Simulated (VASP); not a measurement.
**CoO: single point with PBE**

Crystal: CoO.

```
Co O
1.0
    -2.13335   -2.13335   -4.26670
     2.13335   -2.13335    0.00000
    -2.13335   -2.13335    0.00000
Co O
2 2
Direct
  0.00000 0.00000 0.00000
  0.50000 0.50000 0.00000
  0.00000 0.50000 0.50000
  0.50000 0.00000 0.50000
```

```yaml
Program: VASP 6.6.1
Task: single point
Functional: PBE
Potentials_or_basis: VASP PAW PBE potentials, release 64 (Co, O)
Cutoff: 520 eV
k_mesh: 5 × 7 × 8
Occupations: fermi-dirac, width 0.05 eV
Spin: collinear spin, ferromagnetic start
Starting_moments: "[3.0, 3.0, 0.0, 0.0] μB"
Dipole_correction: no
Further_INCAR_settings: ALGO = Normal; EDIFF = 1e-06; NBANDS = 27; ISYM = 0
```

```yaml
Pressure: -2.7 GPa
Net_moment: 5.81 μB per cell
Site_moments: Co +2.56; O +0.30 μB
Valence_electrons_inside_the_program's_atomic_spheres: Co 7.79; O 4.98
```

Stress tensor (GPa, compression positive):
```
-2.84 -0.01  0.00
-0.01 -2.84  0.00
 0.00  0.00 -2.50
```

Levels at points of the mesh, in eV from the Fermi level:
Spin up:
```
           k point  band 16  band 17  band 18  band 19  band 20  band 21
(0.00, 0.00, 0.00)    -2.42    -2.06    -2.06     0.98     5.84     9.80
(0.00, 0.00, 0.50)     0.10     0.10     0.10     5.07     5.07     9.30
```
Spin down:
```tsv
k point	band 8	band 9	band 10	band 11	band 12	band 13	band 14	band 15	band 16	band 17
(0.00, 0.00, 0.00)	-2.53	-2.19	-1.09	-1.08	-1.08	0.07	0.08	0.12	0.13	0.54
(0.00, 0.00, 0.50)	-4.58	-0.13	-0.12	-0.12	-0.12	0.18	0.18	2.69	2.69	2.69
```

Run time: 7.1 min on 1 thread of Intel(R) Xeon(R) Platinum 8259CL CPU @ 2.50GHz (Skylake/Cascade Lake), on a shared host, peak memory 0.33 GiB.

Caveat: semilocal functionals often make such compounds metallic where correlation or magnetic order opens a gap, which also shifts bond lengths. With open d or f shells a metallic result of PBE can be an artefact of self-interaction; +U or a hybrid may open a gap.
